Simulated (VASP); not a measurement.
# V (Im-3m) in VASP: further runs, part 2 of 2

VASP 6.6.1.

## Step 3: Relaxation of cell and atoms, PBE, collinear spin, ferromagnetic start, target pressure 30 GPa, at which the enthalpy is minimised

Input file INCAR:

```
SYSTEM = V
PREC = Accurate ; ENCUT = 600
EDIFF = 1E-6 ; ISMEAR = -1
SIGMA = 0.1 ; LREAL = .False.
LASPH = .True. ; NELM = 150
ALGO = Normal ; ISIF = 3
LWAVE = .False. ; LCHARG = .False.
ISPIN = 2 ; MAGMOM = 1.5
LORBIT = 11 ; LMAXMIX = 4
GGA = PE ; IBRION = 2
NSW = 80 ; EDIFFG = -0.03
PSTRESS = 300.0
```

Input file KPOINTS:

```
regular mesh
0
Gamma
  11 11 11
  0 0 0
```

Input file POSCAR:

```
V
1.0
    1.5150000000      1.5150000000      1.5150000000
   -1.5150000000      1.5150000000      1.5150000000
   -1.5150000000     -1.5150000000      1.5150000000
V
1
Direct
    0.0000000000      0.0000000000      0.0000000000
```

Potentials or basis: VASP PAW PBE potentials, release 64 (V_sv).

Run with:

```sh
$ cat potpaw_PBE.64/V_sv/POTCAR > POTCAR
$ mpirun -np 1 vasp_std > vasp.out
```

OUTCAR:

```text
SYSTEM = V
   PREC = Accurate
   ENCUT = 600
   EDIFF = 1E-6
   ISMEAR = -1
   LREAL = .False.
   LASPH = .True.
   NELM = 150
   ISIF = 3
   ISPIN = 2
   LORBIT = 11
   GGA = PE
   IBRION = 2
   NSW = 80
   EDIFFG = -0.03
   PSTRESS = 300.0

 ion  position               nearest neighbor table
   1  0.000  0.000  0.000-

  LATTYP: Found a body centered cubic cell.
 ALAT       =     3.0300000000

  Lattice vectors:

 A1 = (   1.5150000000,  -1.5150000000,  -1.5150000000)
 A2 = (   1.5150000000,   1.5150000000,   1.5150000000)
 A3 = (  -1.5150000000,  -1.5150000000,   1.5150000000)

Analysis of symmetry for initial positions (statically):
=====================================================================
 Subroutine PRICEL returns:
 Original cell was already a primitive cell.

 Routine SETGRP: Setting up the symmetry group for a
 body centered cubic supercell.

 Subroutine GETGRP returns: Found 48 space group operations
 (whereof 48 operations were pure point group operations)
 out of a pool of 48 trial point group operations.

The static configuration has the point symmetry O_h .

Analysis of symmetry for dynamics (positions and initial velocities):
=====================================================================
 Subroutine PRICEL returns:
 Original cell was already a primitive cell.

 Routine SETGRP: Setting up the symmetry group for a
 body centered cubic supercell.

 Subroutine GETGRP returns: Found 48 space group operations
 (whereof 48 operations were pure point group operations)
 out of a pool of 48 trial point group operations.

The dynamic configuration has the point symmetry O_h .

Analysis of structural, dynamic, and magnetic symmetry:
=====================================================================
 Subroutine PRICEL returns:
 Original cell was already a primitive cell.

 Routine SETGRP: Setting up the symmetry group for a
 body centered cubic supercell.

 Subroutine GETGRP returns: Found 48 space group operations
 (whereof 48 operations were pure point group operations)
 out of a pool of 48 trial point group operations.

The overall configuration has the point symmetry O_h .

 Subroutine INISYM returns: Found 48 space group operations
 (whereof 48 operations are pure point group operations),
 and found     1 'primitive' translations

----------------------------------------------------------------------------------------

                                     Primitive cell

  volume of cell :      13.9091

  direct lattice vectors                    reciprocal lattice vectors
     1.515000000  1.515000000  1.515000000     0.330033003  0.000000000  0.330033003
    -1.515000000  1.515000000  1.515000000    -0.330033003  0.330033003  0.000000000
    -1.515000000 -1.515000000  1.515000000     0.000000000 -0.330033003  0.330033003

  length of vectors
     2.624056973  2.624056973  2.624056973     0.466737149  0.466737149  0.466737149

  position of ions in fractional coordinates (direct lattice)
     0.000000000  0.000000000  0.000000000

  ion indices of the primitive-cell ions
   primitive index   ion index
                 1           1

----------------------------------------------------------------------------------------

 KPOINTS: regular mesh

Automatic generation of k-mesh.
 Grid dimensions read from file:
 generate k-points for:   11   11   11

 Generating k-lattice:

  Cartesian coordinates                     Fractional coordinates (reciprocal lattice)
     0.030003000  0.000000000  0.030003000     0.090909091  0.000000000  0.000000000
    -0.030003000  0.030003000  0.000000000     0.000000000  0.090909091  0.000000000
     0.000000000 -0.030003000  0.030003000     0.000000000  0.000000000  0.090909091

  Length of vectors
     0.042430650  0.042430650  0.042430650

  Shift w.r.t. Gamma in fractional coordinates (k-lattice)
     0.000000000  0.000000000  0.000000000

 Subroutine IBZKPT returns following result:
 ===========================================

 Found     56 irreducible k-points:

 Following reciprocal coordinates:
            Coordinates               Weight
  0.000000  0.000000  0.000000      1.000000
  0.090909  0.000000  0.000000     12.000000
  0.181818  0.000000  0.000000     12.000000
  0.272727  0.000000  0.000000     12.000000
  0.363636  0.000000  0.000000     12.000000
  0.454545  0.000000  0.000000     12.000000
[... 16 lines left out ...]
  0.363636  0.181818  0.090909     48.000000
  0.454545  0.181818  0.090909     48.000000
 [... further k-points ...]
   k-points           NKPTS =     56   k-points in BZ     NKDIM =     56   number of bands    NBANDS=     11
   number of dos      NEDOS =    301   number of ions     NIONS =      1
   total plane-waves  NPLWV =  13824
   dimension x,y,z NGX =    24 NGY =   24 NGZ =   24
   dimension x,y,z NGXF=    48 NGYF=   48 NGZF=   48
   ions per type =               1
   NGX,Y,Z   is equivalent  to a cutoff of  15.21, 15.21, 15.21 a.u.
   NGXF,Y,Z  is equivalent  to a cutoff of  30.41, 30.41, 30.41 a.u.
 SYSTEM =  V
   PREC   = accura    normal or accurate (medium, high low for compatibility)
   ISTART =      0    job   : 0-new  1-cont  2-samecut
   ICHARG =      2    charge: 1-file 2-atom 10-const
   ISPIN  =      2    spin polarized calculation?
   LNONCOLLINEAR =      F non collinear calculations
   LSORBIT =      F    spin-orbit coupling
   LASPH  =      T    aspherical Exc in radial PAW
   ENCUT  =  600.0 eV  44.10 Ry    6.64 a.u.   5.24  5.24  5.24*2*pi/ulx,y,z
   NELM   =    150;   NELMIN=  2; NELMDL= -5     # of ELM steps
   EDIFF  = 0.1E-05   stopping-criterion for ELM
   LREAL  =      F    real-space projection
   EDIFFG = -.3E-01   stopping-criterion for IOM
   NSW    =     80    number of steps for IOM
   IBRION =      2    ionic relax: 0-MD 1-quasi-New 2-CG
   NFREE  =      1    steps in history (QN), initial steepest desc. (CG)
   ISIF   =      3    stress and relaxation
   ISYM   =      2    0-nonsym 1-usesym 2-fastsym
   POTIM  = 0.5000    time-step for ionic-motion
   TEBEG  =    0.0;   TEEND  =   0.0 temperature during run
   PSTRESS=  300.0 pullay stress
   NELECT =      13.0000    total number of electrons
   NUPDOWN=      -1.0000    fix difference up-down
   EMIN   =  10.00;   EMAX   =-10.00  energy-range for DOS
   EFERMI =   0.00;   METHOD = LEGACY
   ISMEAR =    -1;   SIGMA  =   0.10  broadening in eV -4-tet -1-fermi 0-gaus
   EFERMI_NEDOS =   21; number of points for ismear=-14 and -15
   IALGO  =     38    algorithm
   IMIX   =      4    mixing-type and parameters
     AMIX     =   0.40;   BMIX     =  1.00
     AMIX_MAG =   1.60;   BMIX_MAG =  1.00
  volume/ion in A,a.u.               =      13.91        93.86
  Fermi-wavevector in a.u.,A,eV,Ry     =   1.600626  3.024745 34.858194  2.562005
  Thomas-Fermi vector in A             =   2.697733
   LORBIT       =     11    0 simple, 1 ext, 2 COOP (PROOUT), +10 PAW based schemes
   GGA     = PE    functional components
   LHFCALC =     F    Hartree Fock is set to
   AEXX    =    0.0000 exact exchange contribution
   IVDW    =     0    specifies the selected vdW correction
   LEPSILON=     F    determine dielectric tensor
   LRPA    =     F    only Hartree local field effects (RPA)
 conjugate gradient relaxation of ions
 spin polarized calculation
  energy-cutoff  :      600.00
  volume of cell :       13.91
 maximum number of plane-waves:       474
 NGX is ok and might be reduce to    24
   NGX = 11   NGY = 11   NGZ = 11

--------------------------------------- Ionic step        1  -------------------------------------------

 number of electron      13.0000004 magnetization       0.0004333

 Free energy of the ion-electron system (eV)
  ---------------------------------------------------
  ext. energy  EPLUGINS =         0.00000000
  ---------------------------------------------------
  free energy    TOTEN  =        -9.01356411 eV

  energy without entropy =       -8.95405308  energy(sigma->0) =       -8.98380860

 E-fermi :   9.3299     XC(G=0): -12.7312

 val. band max:        9.2862839677   @ k =  -0.4545   0.1818   0.0000
 cond. band min:       9.3874216724   @ k =   0.2727   0.1818   0.0909
 fundamental gap:      0.1011377047
 Fermi energy:         9.3299481704

 spin component 1

 k-point     1 :       0.0000    0.0000    0.0000
  band No.  band energies     occupation
      1     -54.4420      1.00000
      2     -27.7922      1.00000
      3     -27.7922      1.00000
      4     -27.7922      1.00000
      5       2.7984      1.00000
      6       9.7195      0.01992
      7       9.7195      0.01992
      8       9.7195      0.01992
      9      11.6501      0.00000
     10      11.6501      0.00000
     11      29.5465      0.00000
[... 817 lines left out ...]
 number of electron      13.0000000 magnetization      -0.0000020

 number of electron      13.0000000 magnetization       0.0000027

 Free energy of the ion-electron system (eV)
  ---------------------------------------------------
  ext. energy  EPLUGINS =         0.00000000
  ---------------------------------------------------
  free energy    TOTEN  =        -8.88402168 eV

  energy without entropy =       -8.83053491  energy(sigma->0) =       -8.85727829

 E-fermi :  11.3746     XC(G=0): -13.6025

 val. band max:       11.3697636188   @ k =   0.1818  -0.3636   0.0909
 cond. band min:      11.3894736077   @ k =   0.2727   0.1818   0.0909
 fundamental gap:      0.0197099889
 Fermi energy:        11.3746482564

 spin component 1

 k-point     1 :       0.0000    0.0000    0.0000
  band No.  band energies     occupation
      1     -52.2332      1.00000
      2     -25.2838      1.00000
      3     -25.2838      1.00000
      4     -25.2838      1.00000
      5       4.5485      1.00000
      6      11.7894      0.01556
      7      11.7894      0.01556
      8      11.7894      0.01556
      9      14.1387      0.00000
     10      14.1387      0.00000
     11      32.8435      0.00000
[... 694 lines left out ...]
  energy  without entropy=       -8.8305349059  energy(sigma->0) =       -8.85727829

  enthalpy is  TOTEN    =        -6.6601623275 eV   P V=        2.2238593545

 reached required accuracy - stopping structural energy minimisation

 total charge

# of ion       s       p       d       tot
------------------------------------------
    1        2.382   6.265   3.250  11.897

 magnetization (x)

# of ion       s       p       d       tot
------------------------------------------
    1       -0.000  -0.000  -0.000  -0.000
```

CONTCAR:

```text
V
   1.00000000000000
     1.4372937968087127    1.4372937968087127    1.4372937968087127
    -1.4372937968087127    1.4372937968087127    1.4372937968087127
    -1.4372937968087127   -1.4372937968087127    1.4372937968087127
  V
     1
Direct
     0.0000000000000000    0.0000000000000000    0.0000000000000000

  0.00000000E+00  0.00000000E+00  0.00000000E+00
```

It took 90 s on 1 thread of Intel Xeon 8259CL, shared host; peak memory 0.17 GiB.

What came out:

```yaml
Free_energy: -8.8840 eV
Relaxed_volume: 11.88 Å³/atom
Relaxed_cell: a = 2.489 Å, b = 2.489 Å, c = 2.489 Å, α = 70.53°, β = 109.47°, γ = 70.53°
Space_group_after_relaxing_to_0.1_Å: Im-3m (No. 229)
Energy_change_on_relaxing_the_run_minimises_the_enthalpy: +129.5 meV/atom
Ionic_steps: 5
Pressure_after_relaxing: 29.9 GPa
Net_moment: 0.00 μB per cell
Valence_electrons_inside_the_program's_atomic_spheres: V 11.90
```

Step by step:
```tsv
step	energy change (eV)	largest force (eV/Å)	pressure (GPa)	volume (Å³)
1	0.0000	0.0000	-5.13	13.91
2	1.9712	0.0000	180.39	8.63
3	0.0910	0.0000	24.55	12.10
4	0.1221	0.0000	29.00	11.92
5	0.1295	0.0000	29.87	11.88
```

Final structure:
```cif
data_structure
_symmetry_space_group_name_H-M 'P 1'
_symmetry_Int_Tables_number 1
_cell_length_a 2.4895
_cell_length_b 2.4895
_cell_length_c 2.4895
_cell_angle_alpha 70.529
_cell_angle_beta 109.471
_cell_angle_gamma 70.529
_cell_volume 11.88
loop_
_atom_site_label
_atom_site_type_symbol
_atom_site_fract_x
_atom_site_fract_y
_atom_site_fract_z
_atom_site_occupancy
V1 V 0.00000 0.00000 0.00000 1
```

Caveat: the cell is relaxed towards a set pressure, so the run minimises the enthalpy, not the energy.
